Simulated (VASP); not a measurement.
# Al (Pm-3m) in VASP: further runs, part 2 of 2

VASP 6.6.1.

## Step 3: Single point, PBEsol (volume scaled by 1.04)

The input, INCAR:

```
PREC = Accurate
ENCUT = 520
EDIFF = 1E-7
ISMEAR = -1
SIGMA = 0.1
LREAL = F
LASPH = T
NELM = 80
ALGO = Normal
ISIF = 2
LWAVE = F
LCHARG = F
GGA = PS
NBANDS = 8
```

The input, KPOINTS:

```
Automatic mesh
0
Gamma
  13 13 13
```

The input, POSCAR:

```
Al
1.0
    2.7365009732      0.0000000000      0.0000000000
    0.0000000000      2.7365009732      0.0000000000
    0.0000000000      0.0000000000      2.7365009732
Al
1
Direct
    0.0000000000      0.0000000000      0.0000000000
```

Potentials or basis: VASP PAW PBE potentials, release 64 (Al).

On the command line:

```sh
$ cat potpaw_PBE.64/Al/POTCAR > POTCAR
$ mpirun -np 1 vasp_std > vasp.out
```

OUTCAR:

```text
PREC = Accurate
   ENCUT = 520
   EDIFF = 1E-7
   ISMEAR = -1
   LREAL = F
   LASPH = T
   NELM = 80
   ISIF = 2
   GGA = PS

 ion  position               nearest neighbor table
   1  0.000  0.000  0.000-

  LATTYP: Found a simple cubic cell.
 ALAT       =     2.7365009732

  Lattice vectors:

 A1 = (   2.7365009732,   0.0000000000,   0.0000000000)
 A2 = (   0.0000000000,   2.7365009732,   0.0000000000)
 A3 = (   0.0000000000,   0.0000000000,   2.7365009732)

[... 439 lines left out ...]
      7      22.3345      0.00000
      8      24.8186      0.00000

 [... further k-points ...]

------------------------ aborting loop because EDIFF is reached ----------------------------------------

  FORCE on cell =-STRESS in cart. coord.  units (eV):
  Direction    XX          YY          ZZ          XY          YZ          ZX
  --------------------------------------------------------------------------------------
  -------------------------------------------------------------------------------------
  Total       -0.2736016     -0.2736016     -0.2736016      0.0000000      0.0000000     -0.0000000
  in kB      -21.3915582    -21.3915582    -21.3915582      0.0000000      0.0000000     -0.0000000
  external PRESSURE =     -21.3915582 kB  Pullay stress =       0.0000000 kB

 VOLUME and BASIS-vectors are now :
 -----------------------------------------------------------------------------
  energy-cutoff  :      520.00
  volume of cell :       20.49
      direct lattice vectors                 reciprocal lattice vectors
     2.736500973  0.000000000  0.000000000     0.365430164  0.000000000  0.000000000
     0.000000000  2.736500973  0.000000000     0.000000000  0.365430164  0.000000000
     0.000000000  0.000000000  2.736500973     0.000000000  0.000000000  0.365430164

 POSITION                                       TOTAL-FORCE (eV/Angst)
 -----------------------------------------------------------------------------------
      0.00000      0.00000      0.00000         0.000000      0.000000      0.000000
 -----------------------------------------------------------------------------------
    total drift:                               -0.000000      0.000000      0.000000

  FREE ENERGIE OF THE ION-ELECTRON SYSTEM (eV)
  ---------------------------------------------------
  free  energy   TOTEN  =        -3.6869724475 eV

  energy  without entropy=       -3.6678629289  energy(sigma->0) =       -3.67741769
```

OSZICAR:

```text
N       E                     dE             d eps       ncg     rms          rms(c)
DAV:   1    -0.241430650009E+01   -0.24143E+01   -0.80769E+02  1352   0.200E+02
DAV:   2    -0.369001814618E+01   -0.12757E+01   -0.12314E+01  1832   0.170E+01
DAV:   3    -0.369906469704E+01   -0.90466E-02   -0.90341E-02  1696   0.150E+00
DAV:   4    -0.369911383313E+01   -0.49136E-04   -0.49135E-04  1880   0.931E-02
DAV:   5    -0.369911428431E+01   -0.45117E-06   -0.45115E-06  1776   0.648E-03    0.108E+00
DAV:   6    -0.369173160018E+01    0.73827E-02   -0.22956E-03  1600   0.165E-01    0.615E-01
DAV:   7    -0.368697948563E+01    0.47521E-02   -0.55078E-03  1656   0.252E-01    0.116E-01
DAV:   8    -0.368697342708E+01    0.60586E-05   -0.36253E-05  1824   0.403E-02    0.992E-03
DAV:   9    -0.368697289328E+01    0.53380E-06   -0.54189E-07  1792   0.306E-03    0.102E-03
DAV:  10    -0.368697244264E+01    0.45063E-06   -0.11571E-08  1504   0.661E-04    0.118E-03
DAV:  11    -0.368697244752E+01   -0.48767E-08   -0.36385E-10  1064   0.102E-04
   1 F= -.36869724E+01 E0= -.36774177E+01  d E =-.191095E-01
```

Wall time 5.1 s (1 thread of Intel Xeon 6975P-C, shared host); peak memory 0.12 GiB.

What came out:

```yaml
Free_energy: -3.6870 eV
Pressure: -2.1 GPa
```

Levels at points of the mesh, in eV from the Fermi level:
| k point | band 1 | band 2 | band 3 | band 4 |
| --- | --- | --- | --- | --- |
| (0.00, 0.00, 0.00) | -9.45 | 7.95 | 7.95 | 9.00 |

Caveat: the cell differs from its parent crystal (volume scaled by 1.04); the PAW data sets were made with another functional, which shifts forces and pressure a little.

## Step 4: Single point, PBEsol (volume scaled by 1.08)

The input, INCAR:

```
PREC = Accurate
ENCUT = 520
EDIFF = 1E-6
ISMEAR = -1
SIGMA = 0.1
LREAL = False
LASPH = True
NELM = 80
ALGO = Normal
ISIF = 2
LWAVE = False
LCHARG = False
GGA = PS
NBANDS = 8
```

The input, KPOINTS:

```
regular mesh
0
Gamma
  13 13 13
```

The input, POSCAR:

```
Al
1.0
    2.7711439037      0.0000000000      0.0000000000
    0.0000000000      2.7711439037      0.0000000000
    0.0000000000      0.0000000000      2.7711439037
Al
1
Direct
    0.0000000000      0.0000000000      0.0000000000
```

On the command line:

```sh
$ cat potpaw_PBE.64/Al/POTCAR > POTCAR
$ mpirun -np 1 vasp_std > vasp.out
```

Wall time 4.7 s (1 thread of Intel Xeon 6975P-C, shared host); peak memory 0.14 GiB.

It converged, with:

| Property | Result |
| --- | --- |
| Free energy | -3.6719 eV |
| Pressure | -3.9 GPa |

Levels at points of the mesh, in eV from the Fermi level:
| k point | band 1 | band 2 | band 3 | band 4 | band 5 |
| --- | --- | --- | --- | --- | --- |
| (0.00, 0.00, 0.00) | -9.23 | 7.87 | 7.87 | 8.73 | 8.73 |

Caveat: the cell differs from its parent crystal (volume scaled by 1.08); the PAW data sets were made with another functional, which shifts forces and pressure a little.

## Step 5: Single point, PBEsol (volume scaled by 1.12)

The input, INCAR:

```
  PREC = Accurate
  ENCUT = 520
  EDIFF = 1E-6
  ISMEAR = -1
  SIGMA = 0.1
  LREAL = F
  LASPH = T
  NELM = 60
  ALGO = Normal
  ISIF = 2
  LWAVE = F
  LCHARG = F
  GGA = PS
  NBANDS = 8
```

The input, KPOINTS:

```
Automatic mesh
0
Gamma
  13 13 13
```

The input, POSCAR:

```
Al
1.0
    2.8049416725      0.0000000000      0.0000000000
    0.0000000000      2.8049416725      0.0000000000
    0.0000000000      0.0000000000      2.8049416725
Al
1
Direct
    0.0000000000      0.0000000000      0.0000000000
```

On the command line:

```sh
$ cat potpaw_PBE.64/Al/POTCAR > POTCAR
$ mpirun -np 1 vasp_std > vasp.out
```

Run time: 4.6 s. Hardware: 1 thread of Intel Xeon 6975P-C, shared host; peak memory 0.13 GiB.

It converged, with:

* Free energy: -3.6491 eV
* Pressure: -5.3 GPa

Levels at points of the mesh, in eV from the Fermi level:
| k point | band 1 | band 2 | band 3 | band 4 |
| --- | --- | --- | --- | --- |
| (0.00, 0.00, 0.00) | -9.03 | 7.78 | 7.78 | 8.47 |

Caveat: the cell differs from its parent crystal (volume scaled by 1.12); the PAW data sets were made with another functional, which shifts forces and pressure a little.

## Step 6: Single point, PBEsol

The input, INCAR:

```
SYSTEM = Al
PREC = Accurate
ENCUT = 520
EDIFF = 1E-7
ISMEAR = -1
SIGMA = 0.1
LREAL = .False.
LASPH = .True.
NELM = 100
ALGO = Normal
ISIF = 2
LWAVE = .False.
LCHARG = .False.
GGA = PS
NBANDS = 8
```

The input, KPOINTS:

```
regular mesh
0
Gamma
  19 19 19
  0 0 0
```

The input, POSCAR:

```
Al
1.0
    2.7009579765      0.0000000000      0.0000000000
    0.0000000000      2.7009579765      0.0000000000
    0.0000000000      0.0000000000      2.7009579765
Al
1
Direct
    0.0000000000      0.0000000000      0.0000000000
```

Potentials or basis: VASP PAW PBE potentials, release 64 (Al).

On the command line:

```sh
$ cat potpaw_PBE.64/Al/POTCAR > POTCAR
$ mpirun -np 1 vasp_std > vasp.out
```

Run time: 13 s. Hardware: 1 thread of Intel Xeon 6975P-C, shared host; peak memory 0.14 GiB.

The run converged. Its results:

```
Free energy : -3.6957 eV
Pressure    : 0.1 GPa
```

Levels at points of the mesh, in eV from the Fermi level:
```csv
k point,band 1,band 2,band 3,band 4
"(0.00, 0.00, 0.00)",-9.66,8.06,8.06,9.30
```

Caveat: the PAW data sets were made with another functional, which shifts forces and pressure a little.

## Step 7: Relaxation of cell and atoms, PBEsol

This run uses another cell than the first one, of 17.93 Å³/atom, 0.910 times its volume.

The input, INCAR:

```
SYSTEM = Al
ALGO = Normal ; EDIFF = 1E-6
EDIFFG = -0.01 ; ENCUT = 600
GGA = PS ; IBRION = 2
ISIF = 3 ; ISMEAR = -1
LASPH = .TRUE. ; LCHARG = .FALSE.
LREAL = .FALSE. ; LWAVE = .FALSE.
NELM = 60 ; NSW = 80
PREC = Accurate ; SIGMA = 0.1
```

The input, KPOINTS:

```
k-points
0
G
  12 12 12
  0 0 0
```

The input, POSCAR:

```
Al
1.0
    2.6173666896      0.0000000000      0.0000000000
    0.0000000000      2.6173666896      0.0000000000
    0.0000000000      0.0000000000      2.6173666896
Al
1
Direct
    0.0000000000      0.0000000000      0.0000000000
```

On the command line:

```sh
$ cat potpaw_PBE.64/Al/POTCAR > POTCAR
$ mpirun -np 1 vasp_std > vasp.out
```

Wall time 7.9 s (1 thread of Intel Xeon 6975P-C, shared host); peak memory 0.13 GiB.

Results (log left out):

* Free energy: -3.6952 eV
* Relaxed volume: 19.72 Å³/atom
* Relaxed cell: a = 2.702 Å, b = 2.702 Å, c = 2.702 Å, α = 90.00°, β = 90.00°, γ = 90.00°
* Space group after relaxing (to 0.05 Å): Pm-3m (No. 221)
* Energy gained by relaxing: 36.2 meV/atom
* Ionic steps: 3
* Pressure after relaxing: 0.0 GPa

Step by step:
| step | energy change (eV) | largest force (eV/Å) | pressure (GPa) | volume (Å³) |
| --- | --- | --- | --- | --- |
| 1 | 0.0000 | 0.0000 | 7.04 | 17.93 |
| 2 | -0.0352 | 0.0000 | -0.95 | 20.06 |
| 3 | -0.0362 | 0.0000 | 0.03 | 19.72 |

Final structure:
```
CELL_PARAMETERS angstrom
2.70158 0.00000 0.00000
0.00000 2.70158 0.00000
0.00000 0.00000 2.70158
ATOMIC_POSITIONS crystal
Al 0.00000 0.00000 0.00000
```

Levels at points of the mesh, in eV from the Fermi level:
```csv
k point,band 1,band 2,band 3,band 4,band 5
"(0.00, 0.00, 0.00)",-9.66,8.05,8.05,9.29,9.29
"(0.50, 0.00, 0.00)",-5.22,-4.17,10.66,12.90,12.90
"(0.50, 0.50, 0.00)",-0.54,-0.54,-0.18,2.13,16.57
"(0.50, 0.50, 0.50)",2.96,2.96,2.96,5.59,5.59
```

Caveat: the PAW data sets were made with another functional, which shifts forces and pressure a little.

## Step 8: Summary

```tsv
task	cell	k mesh	cutoff (eV)	gap on the mesh (eV)	pressure (GPa)
single point	a = 2.701 Å, 1 atom	13 × 13 × 13	520	none	0.1
single point	a = 2.737 Å, 1 atom	13 × 13 × 13	520	none	-2.1
single point	a = 2.771 Å, 1 atom	13 × 13 × 13	520	none	-3.9
single point	a = 2.805 Å, 1 atom	13 × 13 × 13	520	none	-5.3
single point	a = 2.701 Å, 1 atom	19 × 19 × 19	520	none	0.1
relaxation of cell and atoms	relaxed from a = 2.617 Å, 1 atom	12 × 12 × 12	600	none	0.0
```

Alike in all rows: level PBEsol; potentials or basis VASP PAW PBE potentials, release 64 (Al); no spin polarisation; smearing fermi-dirac 0.1 eV.

Caveats: the PAW data sets were made with another functional, which shifts forces and pressure a little.

Absolute energies hang on the potentials; compare differences alone.
